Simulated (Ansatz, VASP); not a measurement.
Two plane-wave programs on Ir

```
Ir
1.0
     0.00000    1.92696    1.92696
     1.92696    0.00000    1.92696
     1.92696    1.92696    0.00000
Ir
1
Cartesian
  0.0000 0.0000 0.0000
```

Alike in both runs: task single point; functional LDA; k mesh 8 × 8 × 8; occupations gaussian, width 0.1 eV; no spin polarisation.

```csv
,VASP,Ansatz
version,VASP 6.6.1,Ansatz 0.2.0
potentials or method,"VASP PAW LDA potentials, release 64 (Ir), cutoff 520 eV","scalar-relativistic, plane waves, PAW"
valence electrons in the cell,9,17
```

```csv
,VASP,Ansatz,Ansatz less VASP
gap on the k mesh at the Fermi level (eV),none,none,-
pressure (GPa),-8.9,-11.1,-2.23
```

Ansatz warns that its potentials were made for another functional, while VASP's fit it. LDA's correlation is that of Perdew and Zunger in VASP and of Perdew and Wang (1992) in Ansatz. A gap of «none» marks a metal or a gap that the smearing closes. VASP's potentials hold 9 valence electrons a cell and Ansatz's 17, so a difference there can come from the potentials and not from the codes.

Spin-orbit coupling is off throughout.
